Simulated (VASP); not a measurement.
The system is Sn.

```
CELL_PARAMETERS angstrom
-2.94014 2.94014 1.59930
2.94014 -2.94014 1.59930
2.94014 2.94014 -1.59930
ATOMIC_POSITIONS crystal
Sn 0.00000 0.00000 0.00000
Sn 0.75000 0.25000 0.50000
```

- Program: VASP 6.6.1
- Task: relaxation of cell and atoms
- Functional: revPBE
- Potentials or basis: VASP PAW PBE potentials, release 64 (Sn_d)
- Cutoff: 600 eV
- k mesh: 9 × 9 × 9
- Occupations: fermi-dirac, width 0.05 eV
- Spin: no spin polarisation

At the start: pressure 2.4 GPa; volume 27.65 Å³/atom.

**Question.** How do energy, volume and symmetry change on relaxing?

**Answer.** Over 3 steps the energy falls by 10.2 meV/atom and the volume is 29.04 Å³/atom (+5.0 %); space group I4_1/amd (No. 141, to 0.1 Å) before and after.

Step by step:
```csv
step,energy change (eV),largest force (eV/Å),pressure (GPa),volume (Å³)
1,0.0000,0.0000,2.44,55.30
2,-0.0192,0.0000,-0.44,58.73
3,-0.0203,0.0000,0.01,58.09
```

Final structure:
```
Sn
1.0
    -2.99175    2.99175    1.62249
     2.99175   -2.99175    1.62249
     2.99175    2.99175   -1.62249
Sn
2
Direct
  0.00000 0.00000 0.00000
  0.75000 0.25000 0.50000
```

Caveat: the PAW data sets were made with another functional, which shifts forces and pressure a little.
